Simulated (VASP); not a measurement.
Input of a VASP 6.6.1 run:

The input INCAR:

```
ALGO = Normal ; EDIFF = 1E-6
ENCUT = 600 ; GGA = PE
GGA_COMPAT = False ; ISIF = 2
ISMEAR = 0 ; LASPH = True
LCHARG = False ; LMAXMIX = 6
LREAL = False ; LWAVE = False
NBANDS = 14 ; NELM = 200
PREC = Accurate ; SIGMA = 0.1
```

The input KPOINTS:

```
k-points
0
Gamma
  18 18 18
```

Contents of POSCAR:

```
HoO
1.0
    3.2390161428      0.0000000000      0.0000000000
   -1.6195080714      2.8050702630      0.0000000000
    0.0000000000      0.0000000000      3.0991777797
Ho O
1 1
Direct
    0.6666666667      0.3333333333      0.0000000000
    0.0000000000      0.0000000000      0.5000000000
```

Potentials or basis: VASP PAW PBE potentials, release 64 (Ho_3, O), 4f in core.

Launch:

```bash
$ cat potpaw_PBE.64/Ho_3/POTCAR potpaw_PBE.64/O/POTCAR > POTCAR
$ mpirun -np 1 vasp_std > vasp.out
```

Q: What does it give for the band gap on the k mesh?

A: Zero (an odd number of electrons rules out a gap without spin polarisation).

Q: Estimate the pressure.

A: 0.9 GPa.

Caveat: spin-orbit coupling is left out, which moves the levels of the heavy elements; the 4f electrons are frozen in the core, so they carry no moment and show no levels; an odd number of electrons without spin polarisation forces a metal; a magnetic or distorted state may lie lower; the run has no spin polarisation, though such a crystal can be magnetic. With open d or f shells a metallic result of PBE can be an artefact of self-interaction; +U or a hybrid may open a gap.
